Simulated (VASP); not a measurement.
Here is a VASP 6.6.1 calculation.

Contents of INCAR:

```
SYSTEM = Hf
PREC     = Accurate       ! precision mode
ENCUT    = 520            ! plane-wave cutoff, eV
EDIFF    = 1E-6           ! SCF threshold, eV
ISMEAR   = -1             ! smearing method
SIGMA    = 0.08           ! smearing width, eV
LREAL    = .False.        ! projectors in reciprocal space
LASPH    = .True.         ! aspherical terms in the spheres
NELM     = 80             ! most SCF steps
ALGO     = Normal         ! electronic algorithm
ISIF     = 2              ! what is computed and relaxed
LWAVE    = .False.        ! write WAVECAR
LCHARG   = .False.        ! write CHGCAR
GGA      = PE             ! functional
NBANDS   = 28             ! bands
```

KPOINTS

```
regular mesh
0
Gamma
  4 7 4
  0 0 0
```

Contents of POSCAR:

```
Hf
1.0
    6.3934000000      0.0000000000      0.0000000000
   -1.5983500000      2.7684234083      0.0000000000
    0.0000000000      0.0000000000      5.0578000000
Hf
4
Direct
    0.1667556242      0.6593608458      0.2498232433
    0.6733405433      0.6756401475      0.2485072561
    0.3331512699      0.3361931550      0.7522952667
    0.8267525791      0.3288059179      0.7493744316
```

Potentials or basis: VASP PAW PBE potentials, release 64 (Hf_pv).

The run is started by

```sh
$ cat potpaw_PBE.64/Hf_pv/POTCAR > POTCAR
$ mpirun -np 1 vasp_std > vasp.out
```

(1) What does it give for the pressure?

(2) Predict the band gap on the k mesh.

(3) Predict the largest force.

Answers

(1) 0.4 GPa.

(2) zero (band 20 reaches 5.89 eV, above the bottom of band 21 at 4.68 eV).

(3) 0.291 eV/Å.

Caveat: spin-orbit coupling is left out, which moves the levels of the heavy elements.
